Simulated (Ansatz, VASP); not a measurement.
## B in VASP and in Ansatz

The input INCAR:

```
SYSTEM = B
PREC = Accurate ; ENCUT = 520
EDIFF = 1E-7 ; ISMEAR = -1
SIGMA = 0.05 ; LREAL = .FALSE.
LASPH = .TRUE. ; NELM = 100
ALGO = Normal ; ISIF = 2
LWAVE = .FALSE. ; LCHARG = .TRUE.
GGA = PE ; LELF = .TRUE.
LVHAR = .TRUE. ; NBANDS = 8
```

Contents of KPOINTS:

```
Automatic mesh
0
G
  11 11 16
  0 0 0
```

Contents of POSCAR:

```
B
1.0
    2.3493510000     -0.0101880000      0.0154020000
   -0.0101880000      2.3346640000      0.0422970000
    0.0104100000      0.0285890000      1.5919840000
B
1
Direct
    0.5026920000      0.5130090000      0.5028790000
```

The input input.yaml:

```yaml
crystal:
  lattice:
    - [2.349351, -0.010188, 0.015402]
    - [-0.010188, 2.334664, 0.042297]
    - [0.01041, 0.028589, 1.591984]
  atoms:
    - { symbol: B, position: [0.502692, 0.513009, 0.502879] }
kpoints:
  mp_grid: { grid: [11, 11, 16] }
scf:
  occupations: { method: fermi_dirac, width: 0.05 }
hamiltonian:
  xc: pbe
  pseudopotentials: { kind: all_electron, lapw: { basis_error: 0.001 } }
output:
  forces: true
  stress: true
  eigenvalues: true
  populations: true
```

Change from the starting cell: cell strained at random at fixed volume.

Alike in both runs: task single point; functional PBE; k mesh 11 × 11 × 16; occupations fermi-dirac, width 0.05 eV; no spin polarisation.

|  | VASP | Ansatz |
| --- | --- | --- |
| version | VASP 6.6.1 | Ansatz 0.2.0 |
| potentials or method | VASP PAW PBE potentials, release 64 (B), cutoff 520 eV | all-electron LAPW, scalar-relativistic |

Ansatz gave:

| Item | Value |
| --- | --- |
| gap on the k mesh at the Fermi level (eV) | none |
| pressure (GPa) | -1.8 |
| traceless stress, the component that is largest in VASP (GPa) | -2.34 |

**Question.** Estimate VASP's values.

**Answer.** gap on the k mesh at the Fermi level (eV): none; pressure (GPa): -1.8; traceless stress, the component that is largest in VASP (GPa): -2.32.

A gap of «none» marks a metal or a gap that the smearing closes. Ansatz ran all-electron here, and VASP with PAW potentials.
